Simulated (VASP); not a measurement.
# Ti (P6/mmm) in VASP: further runs

The runs below take Ti through single point, with revPBE, RPBE, BLYP, r2SCAN.

All numbers are computed with VASP 6.6.1; they aren't measurements. Logs are shortened: lines on timing, memory, paths and dates and some standing lists are left out, and cuts for length are marked.

## 1. The cell of the first run

The structure is hexagonal, space group P6/mmm (No. 191). Conventional cell: a = 4.613 Å, b = 4.613 Å, c = 2.849 Å, α = 90.00°, β = 90.00°, γ = 120.00°. Within 3.5 Å of Ti (site symmetry -6m2) lie 11 Ti at 2.66 to 3.02 Å. Ti (site symmetry 6/mmm) has 14 Ti at 2.85 to 3.02 Å within 3.8 Å.

This isn't the form of Ti at room conditions, which is hcp.

## 2. Single point, revPBE

INCAR

```
ALGO = Normal
EDIFF = 1E-6
ENCUT = 520
GGA = RE
ISIF = 2
ISMEAR = -1
LASPH = T
LCHARG = F
LREAL = F
LWAVE = F
NBANDS = 25
NELM = 60
PREC = Accurate
SIGMA = 0.05
```

KPOINTS

```
k-points
0
Gamma
  7 7 9
```

POSCAR

```
Ti
1.0
    4.6134904864      0.0000000000      0.0000000000
   -2.3067452432      3.9953999614      0.0000000000
    0.0000000000      0.0000000000      2.8485197772
Ti
3
Direct
    0.6666666667      0.3333333333      0.5000000000
    0.3333333333      0.6666666667      0.5000000000
    0.0000000000      0.0000000000      0.0000000000
```

Potentials or basis: VASP PAW PBE potentials, release 64 (Ti_sv).

Launch:

```
$ cat potpaw_PBE.64/Ti_sv/POTCAR > POTCAR
$ mpirun -np 1 vasp_std > vasp.out
```

OUTCAR:

```text
EDIFF = 1E-6
   ENCUT = 520
   GGA = RE
   ISIF = 2
   ISMEAR = -1
   LASPH = T
   LREAL = F
   NELM = 60
   PREC = Accurate

 ion  position               nearest neighbor table
   1  0.667  0.333  0.500-   2 2.66   2 2.66   2 2.66
   2  0.333  0.667  0.500-   1 2.66   1 2.66   1 2.66
   3  0.000  0.000  0.000-

  LATTYP: Found a hexagonal cell.
 ALAT       =     4.6134904864
 C/A-ratio  =     0.6174326761

  Lattice vectors:

 A1 = (   4.6134904864,   0.0000000000,   0.0000000000)
 A2 = (  -2.3067452432,   3.9953999614,   0.0000000000)
 A3 = (   0.0000000000,   0.0000000000,   2.8485197772)

Analysis of symmetry for initial positions (statically):
=====================================================================
 Subroutine PRICEL returns:
 Original cell was already a primitive cell.

 Routine SETGRP: Setting up the symmetry group for a
 hexagonal supercell.

 Subroutine GETGRP returns: Found 24 space group operations
 (whereof 24 operations were pure point group operations)
 out of a pool of 24 trial point group operations.

The static configuration has the point symmetry D_6h.

Analysis of symmetry for dynamics (positions and initial velocities):
=====================================================================
 Subroutine PRICEL returns:
 Original cell was already a primitive cell.

 Routine SETGRP: Setting up the symmetry group for a
 hexagonal supercell.

 Subroutine GETGRP returns: Found 24 space group operations
 (whereof 24 operations were pure point group operations)
 out of a pool of 24 trial point group operations.

The dynamic configuration has the point symmetry D_6h.

 Subroutine INISYM returns: Found 24 space group operations
 (whereof 24 operations are pure point group operations),
 and found     1 'primitive' translations

----------------------------------------------------------------------------------------

                                     Primitive cell

  volume of cell :      52.5060

  direct lattice vectors                    reciprocal lattice vectors
     4.613490486  0.000000000  0.000000000     0.216755622  0.125143917  0.000000000
    -2.306745243  3.995399961  0.000000000     0.000000000  0.250287833  0.000000000
     0.000000000  0.000000000  2.848519777     0.000000000  0.000000000  0.351059525

  length of vectors
     4.613490486  4.613490486  2.848519777     0.250287833  0.250287833  0.351059525

  position of ions in fractional coordinates (direct lattice)
     0.666666667  0.333333333  0.500000000
     0.333333333  0.666666667  0.500000000
     0.000000000  0.000000000  0.000000000

  ion indices of the primitive-cell ions
   primitive index   ion index
                 1           1
                 2           2
                 3           3

----------------------------------------------------------------------------------------

 KPOINTS: k-points

Automatic generation of k-mesh.
 Grid dimensions read from file:
 generate k-points for:    7    7    9

 Generating k-lattice:

  Cartesian coordinates                     Fractional coordinates (reciprocal lattice)
     0.030965089  0.017877702  0.000000000     0.142857143  0.000000000  0.000000000
     0.000000000  0.035755405  0.000000000     0.000000000  0.142857143  0.000000000
     0.000000000  0.000000000  0.039006614     0.000000000  0.000000000  0.111111111

  Length of vectors
     0.035755405  0.035755405  0.039006614

  Shift w.r.t. Gamma in fractional coordinates (k-lattice)
     0.000000000  0.000000000  0.000000000

 Subroutine IBZKPT returns following result:
 ===========================================

 Found     40 irreducible k-points:

 Following reciprocal coordinates:
            Coordinates               Weight
  0.000000  0.000000  0.000000      1.000000
  0.142857  0.000000  0.000000      6.000000
  0.285714 -0.000000  0.000000      6.000000
  0.428571  0.000000  0.000000      6.000000
  0.142857  0.142857  0.000000      6.000000
  0.285714  0.142857  0.000000     12.000000
[... 16 lines left out ...]
  0.428571  0.142857  0.222222     12.000000
  0.285714  0.285714  0.222222     12.000000
 [... further k-points ...]
   k-points           NKPTS =     40   k-points in BZ     NKDIM =     40   number of bands    NBANDS=     25
   number of dos      NEDOS =    301   number of ions     NIONS =      3
   total plane-waves  NPLWV =  31104
   dimension x,y,z NGX =    36 NGY =   36 NGZ =   24
   dimension x,y,z NGXF=    72 NGYF=   72 NGZF=   48
   ions per type =               3
   NGX,Y,Z   is equivalent  to a cutoff of  12.97, 12.97, 14.01 a.u.
   NGXF,Y,Z  is equivalent  to a cutoff of  25.95, 25.95, 28.01 a.u.
 SYSTEM =  unknown system
   PREC   = accura    normal or accurate (medium, high low for compatibility)
   ISTART =      0    job   : 0-new  1-cont  2-samecut
   ICHARG =      2    charge: 1-file 2-atom 10-const
   ISPIN  =      1    spin polarized calculation?
   LNONCOLLINEAR =      F non collinear calculations
   LSORBIT =      F    spin-orbit coupling
   LASPH  =      T    aspherical Exc in radial PAW
   ENCUT  =  520.0 eV  38.22 Ry    6.18 a.u.   8.58  8.58  5.30*2*pi/ulx,y,z
   NELM   =     60;   NELMIN=  2; NELMDL= -5     # of ELM steps
   EDIFF  = 0.1E-05   stopping-criterion for ELM
   LREAL  =      F    real-space projection
   EDIFFG = 0.1E-04   stopping-criterion for IOM
   NSW    =      0    number of steps for IOM
   IBRION =     -1    ionic relax: 0-MD 1-quasi-New 2-CG
   NFREE  =      0    steps in history (QN), initial steepest desc. (CG)
   ISIF   =      2    stress and relaxation
   ISYM   =      2    0-nonsym 1-usesym 2-fastsym
   POTIM  = 0.5000    time-step for ionic-motion
   TEBEG  =    0.0;   TEEND  =   0.0 temperature during run
   PSTRESS=    0.0 pullay stress
   NELECT =      36.0000    total number of electrons
   NUPDOWN=      -1.0000    fix difference up-down
   EMIN   =  10.00;   EMAX   =-10.00  energy-range for DOS
   EFERMI =   0.00;   METHOD = LEGACY
   ISMEAR =    -1;   SIGMA  =   0.05  broadening in eV -4-tet -1-fermi 0-gaus
   EFERMI_NEDOS =   21; number of points for ismear=-14 and -15
   IALGO  =     38    algorithm
   IMIX   =      4    mixing-type and parameters
     AMIX     =   0.40;   BMIX     =  1.00
     AMIX_MAG =   1.60;   BMIX_MAG =  1.00
  volume/ion in A,a.u.               =      17.50       118.11
  Fermi-wavevector in a.u.,A,eV,Ry     =   1.443575  2.727961 28.353292  2.083908
  Thomas-Fermi vector in A             =   2.561967
   LORBIT       =      0    0 simple, 1 ext, 2 COOP (PROOUT), +10 PAW based schemes
   GGA     = RE    functional components
   LHFCALC =     F    Hartree Fock is set to
   AEXX    =    0.0000 exact exchange contribution
   IVDW    =     0    specifies the selected vdW correction
   LEPSILON=     F    determine dielectric tensor
   LRPA    =     F    only Hartree local field effects (RPA)
 non-spin polarized calculation
  energy-cutoff  :      520.00
  volume of cell :       52.51
 maximum number of plane-waves:      1432
 NGX is ok and might be reduce to    36
   NGX = 17   NGY = 17   NGZ = 11

 number of electron      35.9999984 magnetization

 Free energy of the ion-electron system (eV)
  ---------------------------------------------------
  ext. energy  EPLUGINS =         0.00000000
  ---------------------------------------------------
  free energy    TOTEN  =       -22.57208323 eV

  energy without entropy =      -22.55018142  energy(sigma->0) =      -22.56113232

 E-fermi :   8.2223     XC(G=0): -11.3819

 val. band max:        8.2220332959   @ k =   0.4286   0.1429   0.3333
 cond. band min:       8.2429297037   @ k =   0.2857   0.1429   0.0000
 fundamental gap:      0.0208964079
 Fermi energy:         8.2223229299

 k-point     1 :       0.0000    0.0000    0.0000
  band No.  band energies     occupation
      1     -48.8064      2.00000
      2     -48.5454      2.00000
      3     -48.3956      2.00000
      4     -25.0604      2.00000
      5     -25.0604      2.00000
      6     -24.9368      2.00000
[... 17 lines left out ...]
     24      10.0953      0.00000
     25      10.1156      0.00000

 k-point     2 :       0.1429    0.0000    0.0000
  band No.  band energies     occupation
      1     -48.8043      2.00000
      2     -48.5405      2.00000
      3     -48.4027      2.00000
      4     -25.1019      2.00000
      5     -25.0873      2.00000
      6     -24.8949      2.00000
[... 17 lines left out ...]
     24       9.7685      0.00000
     25      10.5147      0.00000

 k-point     3 :       0.2857   -0.0000    0.0000
  band No.  band energies     occupation
      1     -48.7999      2.00000
      2     -48.5263      2.00000
      3     -48.4219      2.00000
      4     -25.1597      2.00000
      5     -25.0877      2.00000
      6     -24.8360      2.00000
[... 17 lines left out ...]
     24      10.0866      0.00000
     25      10.8845      0.00000

 k-point     4 :       0.4286    0.0000    0.0000
  band No.  band energies     occupation
      1     -48.7965      2.00000
      2     -48.5077      2.00000
      3     -48.4442      2.00000
      4     -25.1940      2.00000
      5     -25.0470      2.00000
      6     -24.8103      2.00000
[... 17 lines left out ...]
     24      10.4392      0.00000
     25      10.6361      0.00000
[... 477 lines left out ...]
 k-point    22 :       0.2857    0.1429    0.2222
  band No.  band energies     occupation
      1     -48.7761      2.00000
      2     -48.4923      2.00000
      3     -48.4182      2.00000
      4     -25.1045      2.00000
      5     -25.0610      2.00000
      6     -24.9248      2.00000
[... 17 lines left out ...]
     24      10.3478      0.00000
     25      10.6558      0.00000

 k-point    23 :       0.4286    0.1429    0.2222
  band No.  band energies     occupation
      1     -48.7752      2.00000
      2     -48.4774      2.00000
      3     -48.4343      2.00000
      4     -25.1141      2.00000
      5     -25.0396      2.00000
      6     -24.9583      2.00000
[... 17 lines left out ...]
     24      10.5519      0.00000
     25      10.7486      0.00000

 k-point    24 :       0.2857    0.2857    0.2222
  band No.  band energies     occupation
      1     -48.7750      2.00000
      2     -48.4706      2.00000
      3     -48.4413      2.00000
      4     -25.0734      2.00000
      5     -25.0596      2.00000
      6     -24.9977      2.00000
[... 17 lines left out ...]
     24      10.7330      0.00000
     25      10.7486      0.00000

 [... further k-points ...]

------------------------ aborting loop because EDIFF is reached ----------------------------------------

  FORCE on cell =-STRESS in cart. coord.  units (eV):
  Direction    XX          YY          ZZ          XY          YZ          ZX
  --------------------------------------------------------------------------------------
  -------------------------------------------------------------------------------------
  Total       -0.0502795     -0.0502795     -0.0521217      0.0000000      0.0000000     -0.0000000
  in kB       -1.5342361     -1.5342361     -1.5904485      0.0000000      0.0000000     -0.0000000
  external PRESSURE =      -1.5529736 kB  Pullay stress =       0.0000000 kB

 VOLUME and BASIS-vectors are now :
 -----------------------------------------------------------------------------
  energy-cutoff  :      520.00
  volume of cell :       52.51
      direct lattice vectors                 reciprocal lattice vectors
     4.613490486  0.000000000  0.000000000     0.216755622  0.125143917  0.000000000
    -2.306745243  3.995399961  0.000000000     0.000000000  0.250287833  0.000000000
     0.000000000  0.000000000  2.848519777     0.000000000  0.000000000  0.351059525

 POSITION                                       TOTAL-FORCE (eV/Angst)
 -----------------------------------------------------------------------------------
      2.30675      1.33180      1.42426         0.000000      0.000000      0.000000
     -0.00000      2.66360      1.42426        -0.000000      0.000000     -0.000000
      0.00000      0.00000      0.00000        -0.000000      0.000000      0.000000
 -----------------------------------------------------------------------------------
    total drift:                                0.000000      0.000000     -0.000000

  FREE ENERGIE OF THE ION-ELECTRON SYSTEM (eV)
  ---------------------------------------------------
  free  energy   TOTEN  =       -22.5720832286 eV

  energy  without entropy=      -22.5501814185  energy(sigma->0) =      -22.56113232
```

Wall time 47 s (1 thread of Intel Xeon Platinum 8259CL at 2.50GHz (Skylake/Cascade Lake), shared host); peak memory 0.19 GiB.

What came out:

| Quantity | Value |
| --- | --- |
| Free energy | -22.5721 eV |
| Pressure | -0.2 GPa |
| Band gap on the k mesh | zero (bands 18 and 19 overlap by 0.24 eV) |

Caveat: the PAW data sets were made with another functional, which shifts forces and pressure a little.

## 3. Single point, RPBE

This run uses another cell than the first one, of 17.64 Å³/atom.

INCAR

```
SYSTEM = Ti
PREC = Accurate
ENCUT = 520
EDIFF = 1E-6
ISMEAR = -1
SIGMA = 0.05
LREAL = .False.
LASPH = .True.
NELM = 80
ALGO = Normal
ISIF = 2
LWAVE = .False.
LCHARG = .False.
GGA = RP
NBANDS = 25
```

KPOINTS

```
Automatic mesh
0
Gamma
  7 7 9
  0 0 0
```

POSCAR

```
Ti
1.0
    4.6263450107      0.0000000000      0.0000000000
   -2.3131725054      4.0065323060      0.0000000000
    0.0000000000      0.0000000000      2.8551722148
Ti
3
Direct
    0.6666666667      0.3333333333      0.5000000000
    0.3333333333      0.6666666667      0.5000000000
    0.0000000000      0.0000000000      0.0000000000
```

Potentials or basis: VASP PAW PBE potentials, release 64 (Ti_sv).

Launch:

```
$ cat potpaw_PBE.64/Ti_sv/POTCAR > POTCAR
$ mpirun -np 1 vasp_std > vasp.out
```

OUTCAR:

```text
SYSTEM = Ti
   PREC = Accurate
   ENCUT = 520
   EDIFF = 1E-6
   ISMEAR = -1
   LREAL = .False.
   LASPH = .True.
   NELM = 80
   ISIF = 2
   GGA = RP

 ion  position               nearest neighbor table
   1  0.667  0.333  0.500-   2 2.67   2 2.67   2 2.67
   2  0.333  0.667  0.500-   1 2.67   1 2.67   1 2.67
   3  0.000  0.000  0.000-

  LATTYP: Found a hexagonal cell.
 ALAT       =     4.6263450107
 C/A-ratio  =     0.6171550561

  Lattice vectors:

 A1 = (   4.6263450107,   0.0000000000,   0.0000000000)
 A2 = (  -2.3131725054,   4.0065323060,   0.0000000000)
 A3 = (   0.0000000000,   0.0000000000,   2.8551722148)

Analysis of symmetry for initial positions (statically):
=====================================================================
 Subroutine PRICEL returns:
 Original cell was already a primitive cell.

 Routine SETGRP: Setting up the symmetry group for a
 hexagonal supercell.

 Subroutine GETGRP returns: Found 24 space group operations
 (whereof 24 operations were pure point group operations)
 out of a pool of 24 trial point group operations.
[... 161 lines left out ...]
  free energy    TOTEN  =       -22.32640314 eV

  energy without entropy =      -22.30456463  energy(sigma->0) =      -22.31548388

 E-fermi :   8.1710     XC(G=0): -11.3158

 val. band max:        8.1696205670   @ k =   0.4286   0.0000   0.1111
 cond. band min:       8.1720098679   @ k =   0.4286   0.1429   0.3333
 fundamental gap:      0.0023893009
 Fermi energy:         8.1709751484

 k-point     1 :       0.0000    0.0000    0.0000
  band No.  band energies     occupation
      1     -48.9127      2.00000
      2     -48.6510      2.00000
      3     -48.5058      2.00000
      4     -25.1442      2.00000
      5     -25.1442      2.00000
      6     -25.0158      2.00000
[... 661 lines left out ...]
     24      10.6605      0.00000
     25      10.6750      0.00000

 [... further k-points ...]

------------------------ aborting loop because EDIFF is reached ----------------------------------------

  FORCE on cell =-STRESS in cart. coord.  units (eV):
  Direction    XX          YY          ZZ          XY          YZ          ZX
  --------------------------------------------------------------------------------------
  -------------------------------------------------------------------------------------
  Total       -0.0539189     -0.0539189     -0.0555826      0.0000000      0.0000000      0.0000000
  in kB       -1.6323474     -1.6323474     -1.6827154      0.0000000      0.0000000      0.0000000
  external PRESSURE =      -1.6491368 kB  Pullay stress =       0.0000000 kB

 VOLUME and BASIS-vectors are now :
 -----------------------------------------------------------------------------
  energy-cutoff  :      520.00
  volume of cell :       52.92
      direct lattice vectors                 reciprocal lattice vectors
     4.626345011  0.000000000  0.000000000     0.216153356  0.124796198  0.000000000
    -2.313172505  4.006532306  0.000000000     0.000000000  0.249592397  0.000000000
     0.000000000  0.000000000  2.855172215     0.000000000  0.000000000  0.350241570

 POSITION                                       TOTAL-FORCE (eV/Angst)
 -----------------------------------------------------------------------------------
      2.31317      1.33551      1.42759        -0.000000      0.000000      0.000000
     -0.00000      2.67102      1.42759         0.000000     -0.000000     -0.000000
      0.00000      0.00000      0.00000         0.000000      0.000000      0.000000
 -----------------------------------------------------------------------------------
    total drift:                                0.000000      0.000000     -0.000000

  FREE ENERGIE OF THE ION-ELECTRON SYSTEM (eV)
  ---------------------------------------------------
  free  energy   TOTEN  =       -22.3264031389 eV

  energy  without entropy=      -22.3045646256  energy(sigma->0) =      -22.31548388
```

stdout:

```text
POSCAR found type information on POSCAR Ti
 POSCAR found :  1 types and       3 ions
 scaLAPACK will be used
 -----------------------------------------------------------------------------
|                                                                             |
|                                                                             |
|     You enforced a specific xc type in the INCAR file but a different       |
|     I HOPE YOU KNOW WHAT YOU ARE DOING!                                     |
|                                                                             |
 -----------------------------------------------------------------------------

 LDA part: xc-table for (Slater+PW92), standard interpolation
 POSCAR, INCAR and KPOINTS ok, starting setup
 FFT: planning ... GRIDC
 FFT: planning ... GRID_SOFT
 FFT: planning ... GRID
 WAVECAR not read
 entering main loop
```

Run time: 47 s. Hardware: 1 thread of Intel Xeon Platinum 8259CL at 2.50GHz (Skylake/Cascade Lake), shared host; peak memory 0.19 GiB.

Results:

```
Free energy            : -22.3264 eV
Pressure               : -0.2 GPa
Band gap on the k mesh : zero (bands 18 and 19 overlap by 0.23 eV)
```

Caveat: the PAW data sets were made with another functional, which shifts forces and pressure a little.

## 4. Single point, BLYP

This run uses another cell than the first one, of 17.54 Å³/atom.

INCAR

```
SYSTEM = Ti
PREC = Accurate ; ENCUT = 520
EDIFF = 1E-6 ; ISMEAR = -1
SIGMA = 0.05 ; LREAL = .FALSE.
LASPH = .TRUE. ; NELM = 100
ALGO = Normal ; ISIF = 2
LWAVE = .FALSE. ; LCHARG = .FALSE.
GGA = B5 ; ALDAX = 1.0
AGGAX = 1.0 ; AGGAC = 1.0
ALDAC = 0.0 ; NBANDS = 25
```

KPOINTS

```
Automatic mesh
0
G
  7 7 9
  0 0 0
```

POSCAR

```
Ti
1.0
    4.6126775815      0.0000000000      0.0000000000
   -2.3063387907      3.9946959650      0.0000000000
    0.0000000000      0.0000000000      2.8563583233
Ti
3
Direct
    0.6666666667      0.3333333333      0.5000000000
    0.3333333333      0.6666666667      0.5000000000
    0.0000000000      0.0000000000      0.0000000000
```

Launch:

```
$ cat potpaw_PBE.64/Ti_sv/POTCAR > POTCAR
$ mpirun -np 1 vasp_std > vasp.out
```

Wall time 62 s (1 thread of Intel Xeon Platinum 8259CL at 2.50GHz (Skylake/Cascade Lake), shared host); peak memory 0.19 GiB.

Results (log left out):

```yaml
Free_energy: -20.3255 eV
Pressure: 0.0 GPa
Band_gap_on_the_k_mesh: zero (bands 18 and 19 overlap by 0.23 eV)
```

Levels at points of the mesh, in eV from the Fermi level:
```csv
k point,band 14,band 15,band 16,band 17,band 18,band 19,band 20,band 21,band 22,band 23
"(0.00, 0.00, 0.00)",-1.88,-0.65,-0.65,-0.56,-0.56,-0.04,0.62,1.19,1.19,1.68
```

Caveat: the PAW data sets were made with another functional, which shifts forces and pressure a little.

(Continued in part 2 of 2.)
